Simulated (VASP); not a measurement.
Write the native input for VASP 6.6.1 that does the following.

```yaml
Task: single point
Functional: PBEsol
Potentials_or_basis: VASP PAW PBE potentials, release 64 (Mo_sv, S)
Cutoff: 520 eV
k_mesh: 6 × 6 × 6
Occupations: fermi-dirac, width 0.02 eV
Spin: no spin polarisation
Dipole_correction: no
Further_INCAR_settings: ALGO = Normal; EDIFF = 1e-06; NBANDS = 20
```

The structure of MoS2 lies in POSCAR:

```
MoS2
1.0
    0.0000000000      2.9323968606      2.9323968606
    2.9323968606      0.0000000000      2.9323968606
    2.9323968606      2.9323968606      0.0000000000
Mo S
1 2
Direct
    0.0000000000      0.0000000000      0.0000000000
    0.2500000000      0.2500000000      0.2500000000
    0.7500000000      0.7500000000      0.7500000000
```

These files were run (other wordings do the same):

INCAR

```
ALGO = Normal
EDIFF = 1E-6
ENCUT = 520
GGA = PS
ISIF = 2
ISMEAR = -1
LASPH = True
LCHARG = True
LELF = True
LREAL = False
LVHAR = True
LWAVE = False
NBANDS = 20
NELM = 100
PREC = Accurate
SIGMA = 0.02
```

KPOINTS

```
k-points
0
Gamma
  6 6 6
```

Potentials or basis: VASP PAW PBE potentials, release 64 (Mo_sv, S).

Run with:

```sh
$ cat potpaw_PBE.64/Mo_sv/POTCAR potpaw_PBE.64/S/POTCAR > POTCAR
$ mpirun -np 1 vasp_std > vasp.out
```

Results of the run:

| Item | Value |
| --- | --- |
| Pressure | -4.5 GPa |
| Band gap on the k mesh | zero (bands 13 and 14 overlap by 0.78 eV) |

Caveat: the cell stands under tension; the PAW data sets were made with another functional, which shifts forces and pressure a little.

Run time: 22 s on 1 thread of AMD EPYC 7R43 64-Core Processor (Zen 3), with other jobs on the host, peak memory 0.15 GiB.
